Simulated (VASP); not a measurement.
# Ti3Al (P-6m2) in VASP: notebook

Runs on Ti3Al. Level: PBE. Tasks: single point.

Everything below comes from runs of VASP 6.6.1. Logs are shortened: lines on timing, memory, paths and dates and some standing lists are left out, and cuts for length are marked.

## 1. The cell of the first run

Symmetry: P-6m2, No. 187, hexagonal system. Conventional cell: a = 2.829 Å, b = 2.829 Å, c = 10.693 Å, α = 90.00°, β = 90.00°, γ = 120.00°. Within 3.7 Å of Ti (site symmetry -6m2) lie 12 Ti at 2.83 to 3.13 Å. Ti (site symmetry 3m) has 9 Ti at 2.83 to 3.13 Å and 3 Al at 3.14 Å within 3.7 Å. Within 3.7 Å of Al (site symmetry -6m2) lie 6 Al at 2.83 Å and 6 Ti at 3.14 Å.

## 2. Single point, PBE (volume 18.528 Å^3 an atom, c/a of the conventional cell 3.7799)

The input, INCAR:

```
SYSTEM = Ti3Al
PREC = Accurate
ENCUT = 520
EDIFF = 1E-6
ISMEAR = 0
SIGMA = 0.15
LREAL = .False.
LASPH = .True.
NELM = 100
ALGO = Fast
ISIF = 2
LWAVE = .False.
LCHARG = .True.
GGA = PE
LELF = .True.
LVHAR = .True.
NBANDS = 28
```

The input, KPOINTS:

```
Automatic mesh
0
Gamma
  18 18 6
  0 0 0
```

The input, POSCAR:

```
Ti3Al
1.0
    2.8289538571      0.0000000000      0.0000000000
   -1.4144769285      2.4499459063      0.0000000000
    0.0000000000      0.0000000000     10.6931626843
Ti Al
3 1
Direct
    0.6666666667      0.3333333333      0.0000000000
    0.3333333333      0.6666666667      0.7504575700
    0.3333333333      0.6666666667      0.2495424300
    0.6666666667      0.3333333333      0.5000000000
```

Potentials or basis: VASP PAW PBE potentials, release 64 (Ti_sv, Al).

The run is started by

```bash
cat potpaw_PBE.64/Ti_sv/POTCAR potpaw_PBE.64/Al/POTCAR > POTCAR
mpirun -np 1 vasp_std > vasp.out
```

OUTCAR:

```text
SYSTEM = Ti3Al
   PREC = Accurate
   ENCUT = 520
   EDIFF = 1E-6
   ISMEAR = 0
   LREAL = .False.
   LASPH = .True.
   NELM = 100
   ISIF = 2
   GGA = PE

 ion  position               nearest neighbor table
   1  0.667  0.333  0.000-
   2  0.333  0.667  0.750-   4 3.14   4 3.14   4 3.14
   3  0.333  0.667  0.250-   4 3.14   4 3.14   4 3.14
   4  0.667  0.333  0.500-   2 3.14   3 3.14   2 3.14   3 3.14   2 3.14   3 3.14

  LATTYP: Found a hexagonal cell.
 ALAT       =     2.8289538571
 C/A-ratio  =     3.7798999999

  Lattice vectors:

 A1 = (   2.8289538571,   0.0000000000,   0.0000000000)
 A2 = (  -1.4144769285,   2.4499459063,   0.0000000000)
 A3 = (   0.0000000000,   0.0000000000,  10.6931626843)

Analysis of symmetry for initial positions (statically):
=====================================================================
 Subroutine PRICEL returns:
 Original cell was already a primitive cell.

 Routine SETGRP: Setting up the symmetry group for a
 hexagonal supercell.

 Subroutine GETGRP returns: Found 12 space group operations
 (whereof 12 operations were pure point group operations)
 out of a pool of 24 trial point group operations.

The static configuration has the point symmetry D_3h.

Analysis of symmetry for dynamics (positions and initial velocities):
=====================================================================
 Subroutine PRICEL returns:
 Original cell was already a primitive cell.

 Routine SETGRP: Setting up the symmetry group for a
 hexagonal supercell.

 Subroutine GETGRP returns: Found 12 space group operations
 (whereof 12 operations were pure point group operations)
 out of a pool of 24 trial point group operations.

The dynamic configuration has the point symmetry D_3h.

 Subroutine INISYM returns: Found 12 space group operations
 (whereof 12 operations are pure point group operations),
 and found     1 'primitive' translations

----------------------------------------------------------------------------------------

                                     Primitive cell

  volume of cell :      74.1120

  direct lattice vectors                    reciprocal lattice vectors
     2.828953857  0.000000000  0.000000000     0.353487561  0.204086139  0.000000000
    -1.414476929  2.449945906  0.000000000     0.000000000  0.408172277  0.000000000
     0.000000000  0.000000000 10.693162684     0.000000000  0.000000000  0.093517702

  length of vectors
     2.828953857  2.828953857 10.693162684     0.408172277  0.408172277  0.093517702

  position of ions in fractional coordinates (direct lattice)
     0.666666667  0.333333333  0.000000000
     0.333333333  0.666666667  0.750457570
     0.333333333  0.666666667  0.249542430
     0.666666667  0.333333333  0.500000000

  ion indices of the primitive-cell ions
   primitive index   ion index
                 1           1
                 2           2
                 3           3
                 4           4

----------------------------------------------------------------------------------------

 KPOINTS: Automatic mesh

Automatic generation of k-mesh.
 Grid dimensions read from file:
 generate k-points for:   18   18    6

 Generating k-lattice:

  Cartesian coordinates                     Fractional coordinates (reciprocal lattice)
     0.019638198  0.011338119  0.000000000     0.055555556  0.000000000  0.000000000
     0.000000000  0.022676238  0.000000000     0.000000000  0.055555556  0.000000000
     0.000000000  0.000000000  0.015586284     0.000000000  0.000000000  0.166666667

  Length of vectors
     0.022676238  0.022676238  0.015586284

  Shift w.r.t. Gamma in fractional coordinates (k-lattice)
     0.000000000  0.000000000  0.000000000

 Subroutine IBZKPT returns following result:
 ===========================================

 Found    148 irreducible k-points:

 Following reciprocal coordinates:
            Coordinates               Weight
  0.000000  0.000000  0.000000      1.000000
  0.055556  0.000000  0.000000      6.000000
  0.111111  0.000000  0.000000      6.000000
  0.166667  0.000000  0.000000      6.000000
  0.222222  0.000000  0.000000      6.000000
  0.277778  0.000000  0.000000      6.000000
[... 16 lines left out ...]
  0.333333  0.111111  0.000000     12.000000
  0.388889  0.111111  0.000000     12.000000
 [... further k-points ...]
   k-points           NKPTS =    148   k-points in BZ     NKDIM =    148   number of bands    NBANDS=     28
   number of dos      NEDOS =    301   number of ions     NIONS =      4
   total plane-waves  NPLWV =  46080
   dimension x,y,z NGX =    24 NGY =   24 NGZ =   80
   dimension x,y,z NGXF=    48 NGYF=   48 NGZF=  160
   ions per type =               3   1
   NGX,Y,Z   is equivalent  to a cutoff of  14.10, 14.10, 12.44 a.u.
   NGXF,Y,Z  is equivalent  to a cutoff of  28.21, 28.21, 24.88 a.u.
 SYSTEM =  Ti3Al
   PREC   = accura    normal or accurate (medium, high low for compatibility)
   ISTART =      0    job   : 0-new  1-cont  2-samecut
   ICHARG =      2    charge: 1-file 2-atom 10-const
   ISPIN  =      1    spin polarized calculation?
   LNONCOLLINEAR =      F non collinear calculations
   LSORBIT =      F    spin-orbit coupling
   LASPH  =      T    aspherical Exc in radial PAW
   ENCUT  =  520.0 eV  38.22 Ry    6.18 a.u.   5.26  5.26 19.88*2*pi/ulx,y,z
   NELM   =    100;   NELMIN=  2; NELMDL= -5     # of ELM steps
   EDIFF  = 0.1E-05   stopping-criterion for ELM
   LREAL  =      F    real-space projection
   EDIFFG = 0.1E-04   stopping-criterion for IOM
   NSW    =      0    number of steps for IOM
   IBRION =     -1    ionic relax: 0-MD 1-quasi-New 2-CG
   NFREE  =      0    steps in history (QN), initial steepest desc. (CG)
   ISIF   =      2    stress and relaxation
   ISYM   =      2    0-nonsym 1-usesym 2-fastsym
   POTIM  = 0.5000    time-step for ionic-motion
   TEBEG  =    0.0;   TEEND  =   0.0 temperature during run
   PSTRESS=    0.0 pullay stress
   NELECT =      39.0000    total number of electrons
   NUPDOWN=      -1.0000    fix difference up-down
   EMIN   =  10.00;   EMAX   =-10.00  energy-range for DOS
   EFERMI =   0.00;   METHOD = LEGACY
   ISMEAR =     0;   SIGMA  =   0.15  broadening in eV -4-tet -1-fermi 0-gaus
   EFERMI_NEDOS =   21; number of points for ismear=-14 and -15
   IALGO  =     68    algorithm
   IMIX   =      4    mixing-type and parameters
     AMIX     =   0.40;   BMIX     =  1.00
     AMIX_MAG =   1.60;   BMIX_MAG =  1.00
  volume/ion in A,a.u.               =      18.53       125.03
  Fermi-wavevector in a.u.,A,eV,Ry     =   1.321702  2.497654 23.767963  1.746896
  Thomas-Fermi vector in A             =   2.451437
   LORBIT       =      0    0 simple, 1 ext, 2 COOP (PROOUT), +10 PAW based schemes
   GGA     = PE    functional components
   LHFCALC =     F    Hartree Fock is set to
   AEXX    =    0.0000 exact exchange contribution
   IVDW    =     0    specifies the selected vdW correction
   LEPSILON=     F    determine dielectric tensor
   LRPA    =     F    only Hartree local field effects (RPA)
 non-spin polarized calculation
 RMM-DIIS sequential band-by-band and
 Gauss-broadening in eV      SIGMA  =   0.15
  energy-cutoff  :      520.00
  volume of cell :       74.11
 maximum number of plane-waves:      2016
 NGX is ok and might be reduce to    24
   NGX = 11   NGY = 11   NGZ = 39

 number of electron      39.0000001 magnetization

 Free energy of the ion-electron system (eV)
  ---------------------------------------------------
  ext. energy  EPLUGINS =         0.00000000
  ---------------------------------------------------
  free energy    TOTEN  =       -27.09247106 eV

  energy without entropy =      -27.02754631  energy(sigma->0) =      -27.06000869

 E-fermi :   7.2820     XC(G=0): -10.8206

 val. band max:        7.2813720601   @ k =   0.5000   0.0000   0.3333
 cond. band min:       7.2828496808   @ k =   0.2222   0.2222   0.1667
 fundamental gap:      0.0014776207
 Fermi energy:         7.2819764446

 k-point     1 :       0.0000    0.0000    0.0000
  band No.  band energies     occupation
      1     -49.5083      2.00000
      2     -49.5035      2.00000
      3     -49.4406      2.00000
      4     -25.8868      2.00000
      5     -25.8009      2.00000
      6     -25.6088      2.00000
[... 20 lines left out ...]
     27       9.8178      0.00000
     28       9.9191      0.00000

 k-point     2 :       0.0556    0.0000    0.0000
  band No.  band energies     occupation
      1     -49.5049      2.00000
      2     -49.5002      2.00000
      3     -49.4374      2.00000
      4     -25.8823      2.00000
      5     -25.7981      2.00000
      6     -25.6078      2.00000
[... 20 lines left out ...]
     27       9.7455      0.00000
     28       9.7836      0.00000

 k-point     3 :       0.1111    0.0000    0.0000
  band No.  band energies     occupation
      1     -49.4951      2.00000
      2     -49.4908      2.00000
      3     -49.4283      2.00000
      4     -25.8690      2.00000
      5     -25.7903      2.00000
      6     -25.6057      2.00000
[... 20 lines left out ...]
     27       9.5516      0.00000
     28       9.6903      0.00000

 k-point     4 :       0.1667    0.0000    0.0000
  band No.  band energies     occupation
      1     -49.4801      2.00000
      2     -49.4763      2.00000
      3     -49.4143      2.00000
      4     -25.8484      2.00000
      5     -25.7791      2.00000
      6     -25.6065      2.00000
[... 578 lines left out ...]
     27       9.9102      0.00000
     28      10.0657      0.00000

 k-point    23 :       0.3333    0.1111    0.0000
  band No.  band energies     occupation
      1     -49.4037      2.00000
      2     -49.4028      2.00000
      3     -49.3435      2.00000
      4     -25.9178      2.00000
      5     -25.9152      2.00000
      6     -25.8822      2.00000
[... 20 lines left out ...]
     27       9.7726      0.00000
     28       9.8738      0.00000

 k-point    24 :       0.3889    0.1111    0.0000
  band No.  band energies     occupation
      1     -49.3943      2.00000
      2     -49.3937      2.00000
      3     -49.3348      2.00000
      4     -25.9632      2.00000
      5     -25.9627      2.00000
      6     -25.9250      2.00000
[... 20 lines left out ...]
     27       9.8652      0.00000
     28      10.1428      0.00000

 [... further k-points ...]
[... 5 lines left out ...]
  --------------------------------------------------------------------------------------
  -------------------------------------------------------------------------------------
  Total       -0.4928027     -0.4928027     -8.1509366     -0.0000000      0.0000000      0.0000000
  in kB      -10.6535681    -10.6535681   -176.2096003     -0.0000000      0.0000000      0.0000000
  external PRESSURE =     -65.8389121 kB  Pullay stress =       0.0000000 kB

 VOLUME and BASIS-vectors are now :
 -----------------------------------------------------------------------------
  energy-cutoff  :      520.00
  volume of cell :       74.11
      direct lattice vectors                 reciprocal lattice vectors
     2.828953857  0.000000000  0.000000000     0.353487561  0.204086139  0.000000000
    -1.414476929  2.449945906  0.000000000     0.000000000  0.408172277  0.000000000
     0.000000000  0.000000000 10.693162684     0.000000000  0.000000000  0.093517702

 POSITION                                       TOTAL-FORCE (eV/Angst)
 -----------------------------------------------------------------------------------
      1.41448      0.81665      0.00000        -0.000000      0.000000     -0.000000
     -0.00000      1.63330      8.02476         0.000000      0.000000     -0.337612
     -0.00000      1.63330      2.66840        -0.000000      0.000000      0.337612
      1.41448      0.81665      5.34658         0.000000      0.000000     -0.000000
 -----------------------------------------------------------------------------------
    total drift:                                0.000000     -0.000000     -0.000000

  FREE ENERGIE OF THE ION-ELECTRON SYSTEM (eV)
  ---------------------------------------------------
  free  energy   TOTEN  =       -27.0924710595 eV

  energy  without entropy=      -27.0275463130  energy(sigma->0) =      -27.06000869
```

Run time: 6.5 min. Hardware: 1 thread of Intel Xeon 6975P-C (Granite Rapids), shared host; peak memory 0.38 GiB.

What came out:

```yaml
Free_energy: -27.0925 eV
Pressure: -6.6 GPa
Largest_force: 0.338 eV/Å
```

Forces on the atoms (eV/Å):
```
Ti   0.000  0.000  0.000
Ti   0.000  0.000 -0.338
Ti   0.000  0.000  0.338
Al   0.000  0.000  0.000
```

Stress tensor (GPa, compression positive):
```
 -1.07   0.00   0.00
  0.00  -1.07   0.00
  0.00   0.00 -17.62
```

Levels at points of the mesh, in eV from the Fermi level:
```
           k point  band 17  band 18  band 19  band 20  band 21  band 22  band 23  band 24
(0.00, 0.00, 0.00)    -1.91    -0.49    -0.19     1.03     1.03     1.08     1.08     1.19
(0.50, 0.00, 0.00)    -1.54    -1.40    -0.68    -0.45     0.91     0.97     1.61     2.00
(0.00, 0.00, 0.50)    -1.72    -0.50    -0.18     1.03     1.03     1.08     1.08     1.19
(0.50, 0.00, 0.50)    -1.62    -1.19    -1.14     0.33     0.40     0.66     1.59     2.13
```

## 3. Single point, PBE (volume 18.528 Å^3 an atom, c/a of the conventional cell 2.6267)

The input, INCAR:

```
SYSTEM = Ti3Al
ALGO     = Fast           ! electronic algorithm
EDIFF    = 1E-6           ! SCF threshold, eV
ENCUT    = 520            ! plane-wave cutoff, eV
GGA      = PE             ! functional
ISIF     = 2              ! what is computed and relaxed
ISMEAR   = 0              ! smearing method
LASPH    = .True.         ! aspherical terms in the spheres
LCHARG   = .False.        ! write CHGCAR
LREAL    = .False.        ! projectors in reciprocal space
LWAVE    = .False.        ! write WAVECAR
NBANDS   = 28             ! bands
NELM     = 100            ! most SCF steps
PREC     = Accurate       ! precision mode
SIGMA    = 0.15           ! smearing width, eV
```

The input, KPOINTS:

```
k-points
0
Gamma
  18 18 6
  0 0 0
```

The input, POSCAR:

```
Ti3Al
1.0
    3.1938595138      0.0000000000      0.0000000000
   -1.5969297569      2.7659634751      0.0000000000
    0.0000000000      0.0000000000      8.3893107849
Ti Al
3 1
Direct
    0.6666666667      0.3333333333      0.0000000000
    0.3333333333      0.6666666667      0.7504575700
    0.3333333333      0.6666666667      0.2495424300
    0.6666666667      0.3333333333      0.5000000000
```

Potentials or basis: VASP PAW PBE potentials, release 64 (Ti_sv, Al).

The run is started by

```bash
cat potpaw_PBE.64/Ti_sv/POTCAR potpaw_PBE.64/Al/POTCAR > POTCAR
mpirun -np 1 vasp_std > vasp.out
```

OUTCAR:

```text
SYSTEM = Ti3Al
   EDIFF = 1E-6
   ENCUT = 520
   GGA = PE
   ISIF = 2
   ISMEAR = 0
   LASPH = .True.
   LREAL = .False.
   NELM = 100
   PREC = Accurate

 ion  position               nearest neighbor table
   1  0.667  0.333  0.000-   2 2.79   3 2.79   2 2.79   3 2.79   2 2.79   3 2.79
   2  0.333  0.667  0.750-   1 2.79   1 2.79   1 2.79   4 2.80   4 2.80   4 2.80
   3  0.333  0.667  0.250-   1 2.79   1 2.79   1 2.79   4 2.80   4 2.80   4 2.80
   4  0.667  0.333  0.500-   2 2.80   3 2.80   2 2.80   3 2.80   2 2.80   3 2.80

  LATTYP: Found a hexagonal cell.
 ALAT       =     3.1938595138
 C/A-ratio  =     2.6267000000

  Lattice vectors:

 A1 = (   3.1938595138,   0.0000000000,   0.0000000000)
 A2 = (  -1.5969297569,   2.7659634751,   0.0000000000)
 A3 = (   0.0000000000,   0.0000000000,   8.3893107849)

Analysis of symmetry for initial positions (statically):
=====================================================================
 Subroutine PRICEL returns:
 Original cell was already a primitive cell.

[... 169 lines left out ...]
  ext. energy  EPLUGINS =         0.00000000
  ---------------------------------------------------
  free energy    TOTEN  =       -27.08410314 eV

  energy without entropy =      -27.03194808  energy(sigma->0) =      -27.05802561

 E-fermi :   7.1657     XC(G=0): -10.8282

 val. band max:        7.1555252242   @ k =   0.2222   0.1667   0.1667
 cond. band min:       7.1711638120   @ k =   0.2222   0.0556   0.0000
 fundamental gap:      0.0156385879
 Fermi energy:         7.1656812660

 k-point     1 :       0.0000    0.0000    0.0000
  band No.  band energies     occupation
      1     -49.7296      2.00000
      2     -49.6677      2.00000
      3     -49.5936      2.00000
      4     -26.2290      2.00000
      5     -25.9790      2.00000
      6     -25.8397      2.00000
[... 733 lines left out ...]
     27       9.7740      0.00000
     28      10.1544      0.00000

 [... further k-points ...]
[... 5 lines left out ...]
  --------------------------------------------------------------------------------------
  -------------------------------------------------------------------------------------
  Total       -5.0774511     -5.0774511      3.1240930      0.0000000      0.0000000     -0.0000000
  in kB     -109.7659901   -109.7659901     67.5376596      0.0000000      0.0000000     -0.0000000
  external PRESSURE =     -50.6647735 kB  Pullay stress =       0.0000000 kB

 VOLUME and BASIS-vectors are now :
 -----------------------------------------------------------------------------
  energy-cutoff  :      520.00
  volume of cell :       74.11
      direct lattice vectors                 reciprocal lattice vectors
     3.193859514  0.000000000  0.000000000     0.313100810  0.180768837  0.000000000
    -1.596929757  2.765963475  0.000000000     0.000000000  0.361537674  0.000000000
     0.000000000  0.000000000  8.389310785     0.000000000  0.000000000  0.119199303

 POSITION                                       TOTAL-FORCE (eV/Angst)
 -----------------------------------------------------------------------------------
      1.59693      0.92199      0.00000         0.000000     -0.000000      0.000000
     -0.00000      1.84398      6.29582         0.000000      0.000000      0.016264
     -0.00000      1.84398      2.09349         0.000000      0.000000     -0.016264
      1.59693      0.92199      4.19466        -0.000000     -0.000000      0.000000
 -----------------------------------------------------------------------------------
    total drift:                                0.000000     -0.000000      0.000000

  FREE ENERGIE OF THE ION-ELECTRON SYSTEM (eV)
  ---------------------------------------------------
  free  energy   TOTEN  =       -27.0841031404 eV

  energy  without entropy=      -27.0319480770  energy(sigma->0) =      -27.05802561
```

OSZICAR:

```text
N       E                     dE             d eps       ncg     rms          rms(c)
DAV:   1     0.468843255017E+03    0.46884E+03   -0.19652E+04  8304   0.159E+03
DAV:   2     0.265522760417E+02   -0.44229E+03   -0.43429E+03  8340   0.494E+02
DAV:   3    -0.248927118792E+02   -0.51445E+02   -0.50134E+02 14084   0.142E+02
[... 33 lines left out ...]
RMM:  37    -0.270840993577E+02   -0.10343E-05   -0.19765E-05 11613   0.184E-02    0.134E-02
RMM:  38    -0.270841006137E+02   -0.12560E-05   -0.17322E-05 10404   0.162E-02    0.127E-02
RMM:  39    -0.270841015795E+02   -0.96586E-06   -0.13086E-05 10450   0.148E-02    0.124E-02
RMM:  40    -0.270841024554E+02   -0.87587E-06   -0.11127E-05  9636   0.136E-02    0.122E-02
RMM:  41    -0.270841031404E+02   -0.68505E-06   -0.89451E-06  9195   0.126E-02
   1 F= -.27084103E+02 E0= -.27058026E+02  d E =-.521551E-01
```

It took 5.6 min on 1 thread of Intel Xeon 6975P-C (Granite Rapids), shared host; peak memory 0.37 GiB.

What came out:

```yaml
Free_energy: -27.0841 eV
Pressure: -5.1 GPa
Largest_force: 0.016 eV/Å
```

Forces in eV/Å, atoms in the order of the input:
```
Ti   0.000  0.000  0.000
Ti   0.000  0.000  0.016
Ti   0.000  0.000 -0.016
Al   0.000  0.000  0.000
```

Levels at points of the mesh, in eV from the Fermi level:
```csv
k point,band 16,band 17,band 18,band 19,band 20,band 21,band 22,band 23,band 24,band 25
"(0.00, 0.00, 0.00)",-2.04,0.33,0.33,0.35,0.35,0.50,0.98,0.98,1.52,1.52
"(0.50, 0.00, 0.00)",-1.99,-1.34,-0.67,-0.58,-0.39,0.24,1.00,1.11,1.43,2.60
"(0.00, 0.00, 0.50)",-2.30,0.05,0.32,0.32,0.35,0.35,1.02,1.02,1.34,1.42
"(0.50, 0.00, 0.50)",-1.98,-1.21,-1.01,-0.56,-0.42,0.14,1.29,1.31,1.53,2.35
```

(Continued in part 2 of 2.)
